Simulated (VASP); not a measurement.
**InAs: single point with PBE**

Crystal: InAs.

```xyz
2
Lattice="0.0000 2.8773 2.8773 2.8773 0.0000 2.8773 2.8773 2.8773 0.0000" Properties=species:S:1:pos:R:3 pbc="T T T"
In    2.8773    2.8773    2.8773
As    0.0000    0.0000    0.0000
```

```yaml
Program: VASP 6.6.1
Task: single point
Functional: PBE
Potentials_or_basis: VASP PAW PBE potentials, release 64 (In_d, As)
Cutoff: 520 eV
k_mesh: 8 × 8 × 8
Occupations: fermi-dirac, width 0.05 eV
Spin: no spin polarisation
Dipole_correction: no
Further_INCAR_settings: ALGO = Normal; EDIFF = 1e-06; NBANDS = 16
```

```json
{"Pressure": "0.0 GPa", "Band gap on the k mesh": "zero (band 9 reaches 6.26 eV, above the bottom of band 10 at 3.69 eV)"}
```

Levels at points of the mesh, in eV from the Fermi level:
```csv
k point,band 6,band 7,band 8,band 9,band 10,band 11,band 12,band 13
"(0.00, 0.00, 0.00)",-12.11,-0.67,-0.21,-0.21,-0.21,7.17,7.17,7.17
"(0.50, 0.00, 0.00)",-10.45,-6.51,0.17,0.17,2.12,3.27,3.27,4.39
"(0.50, 0.50, 0.00)",-9.57,-4.70,-2.93,-2.23,-2.23,3.87,9.18,9.18
```

Wall time 38 s on 1 thread of AMD EPYC 7R13, on a shared host, peak memory 0.18 GiB.

Caveat: spin-orbit coupling is left out, which moves the levels of the heavy elements.
